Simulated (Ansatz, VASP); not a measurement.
**TiSi2 in VASP and in Ansatz**

```
Ti Si
1.0
     0.00000    4.09106    4.24805
     2.38088    0.00000    4.24805
     2.38088    4.09106    0.00000
Ti Si
2 4
Direct
  0.73425 0.76575 0.76575
  0.51575 0.48425 0.48425
  0.08175 0.42766 0.09058
  0.40000 0.09058 0.42766
  0.16825 0.82234 0.15942
  0.85000 0.15942 0.82234
```

Change from the starting cell: mode 9 (265.9 1/cm) frozen in, largest displacement +0.075 Å.

Alike in both runs: task single point; functional PBEsol; k mesh 14 × 14 × 14; occupations gaussian, width 0.15 eV; no spin polarisation.

|  | VASP | Ansatz |
| --- | --- | --- |
| version | VASP 6.6.1 | Ansatz 0.2.0 |
| potentials or method | VASP PAW PBE potentials, release 64 (Ti_sv, Si), cutoff 520 eV | scalar-relativistic, plane waves, PAW |
| valence electrons in the cell | 40 | 40 |

|  | VASP | Ansatz | Ansatz less VASP |
| --- | --- | --- | --- |
| gap on the k mesh at the Fermi level (eV) | none | none | - |
| pressure (GPa) | 0.8 | 0.6 | -0.13 |
| traceless stress, the component that is largest in VASP (GPa) | 2.14 | 2.13 | -0.009 |
| rms of the force components (eV/Å) | 0.372 | 0.372 | -0.0003 |

VASP's potentials were made for PBE, not for PBEsol. Atom by atom the forces differ by 0.001 eV/Å (rms over components). A gap of «none» marks a metal or a gap that the smearing closes.
